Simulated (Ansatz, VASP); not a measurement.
# Mg: VASP beside Ansatz

```
Mg
1.0
     3.20885    0.00000    0.00000
    -1.60442    2.77894    0.00000
     0.00000    0.00000    5.14592
Mg
2
Direct
  0.33333 0.66667 0.25000
  0.66667 0.33333 0.75000
```

Alike in both runs: functional PBE; k mesh 18 × 18 × 8; occupations gaussian, width 0.1 eV; no spin polarisation.

Ansatz relaxed the structure, and its values are those at the end. VASP's run is a single point on that final structure, the one shown.

|  | VASP | Ansatz |
| --- | --- | --- |
| version | VASP 6.6.1 | Ansatz 0.2.0 |
| potentials or method | VASP PAW PBE potentials, release 64 (Mg), cutoff 520 eV | scalar-relativistic, plane waves, PAW |
| valence electrons in the cell | 4 | 20 |

|  | VASP | Ansatz | Ansatz less VASP |
| --- | --- | --- | --- |
| gap on the k mesh at the Fermi level (eV) | none | none | - |
| pressure (GPa) | -0.1 | 0.0 | +0.13 |

A gap of «none» marks a metal or a gap that the smearing closes. VASP's potentials hold 4 valence electrons a cell and Ansatz's 20, so a difference there can come from the potentials and not from the codes.
